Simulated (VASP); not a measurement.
Here is a VASP 6.6.1 calculation.

INCAR

```
SYSTEM = Mg2Si
PREC = Accurate
ENCUT = 600
EDIFF = 1E-6
ISMEAR = 0
SIGMA = 0.01
LREAL = .False.
LASPH = .True.
NELM = 120
ALGO = Normal
ISIF = 2
LWAVE = .False.
LCHARG = .True.
GGA = PE
LELF = .True.
LVHAR = .True.
NBANDS = 11
GGA_COMPAT = .False.
```

The input KPOINTS:

```
regular mesh
0
Gamma
  8 8 8
  0 0 0
```

The input POSCAR:

```
Mg2Si
1.0
    0.0000000000      3.1689631864      3.1689631864
    3.1689631864      0.0000000000      3.1689631864
    3.1689631864      3.1689631864      0.0000000000
Si Mg
1 2
Direct
    0.0000000000      0.0000000000      0.0000000000
    0.2500000000      0.2500000000      0.2500000000
    0.7500000000      0.7500000000      0.7500000000
```

Potentials or basis: VASP PAW PBE potentials, release 64 (Si, Mg).

Run with:

```sh
$ cat potpaw_PBE.64/Si/POTCAR potpaw_PBE.64/Mg/POTCAR > POTCAR
$ mpirun -np 1 vasp_std > vasp.out
```

**Question.** What does it give for the pressure?

**Answer.** 0.6 GPa.

**Question.** What does it give for the band gap on the k mesh?

**Answer.** 0.20 eV (least direct gap 1.91 eV).

Caveat: the structure was generated, so it needn't be the stable form of Mg2Si; semilocal functionals underestimate gaps, and a narrow one can read as zero. A k mesh can miss the band edges.
